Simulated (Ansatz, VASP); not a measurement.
## Two plane-wave programs on NbN

File INCAR:

```
  ALGO = Normal
  EDIFF = 1E-6
  ENCUT = 600
  GGA = PE
  GGA_COMPAT = False
  ISIF = 2
  ISMEAR = 0
  LASPH = True
  LCHARG = False
  LREAL = False
  LWAVE = False
  NBANDS = 16
  NELM = 120
  PREC = Accurate
  SIGMA = 0.1
```

The input KPOINTS:

```
k-points
0
Gamma
  16 16 16
```

The input POSCAR:

```
NbN
1.0
    0.0000000000      2.2821354929      2.2821354929
    2.2821354929      0.0000000000      2.2821354929
    2.2821354929      2.2821354929      0.0000000000
Nb N
1 1
Direct
    0.5000000000      0.5000000000      0.5000000000
    0.0000000000      0.0000000000      0.0000000000
```

Input for Ansatz:

```yaml
crystal:
  lattice:
    - [0.0, 2.2821354929, 2.2821354929]
    - [2.2821354929, 0.0, 2.2821354929]
    - [2.2821354929, 2.2821354929, 0.0]
  atoms:
    - { symbol: Nb, position: [0.5, 0.5, 0.5] }
    - { symbol: "N", position: [0.0, 0.0, 0.0] }
basis:
  ecutwfc: 420
kpoints:
  mp_grid: { grid: [16, 16, 16] }
hamiltonian:
  xc: pbe
scf:
  occupations: { method: gaussian, width: 0.1 }
output:
  forces: true
  stress: true
  eigenvalues: true
```

Alike in both runs: task single point; functional PBE; k mesh 16 × 16 × 16; occupations gaussian, width 0.1 eV; no spin polarisation.

|  | VASP | Ansatz |
| --- | --- | --- |
| version | VASP 6.6.1 | Ansatz 0.2.0 |
| potentials or method | VASP PAW PBE potentials, release 64 (Nb_sv, N), cutoff 600 eV | scalar-relativistic, plane waves, PAW |
| valence electrons in the cell | 18 | 18 |

```csv
,VASP,Ansatz,Ansatz less VASP
gap on the k mesh at the Fermi level (eV),none,none,-
pressure (GPa),-24.2,-23.7,+0.55
```

A gap of «none» marks a metal or a gap that the smearing closes. With one functional, cell and mesh, what is left measures potentials, basis and numerics.
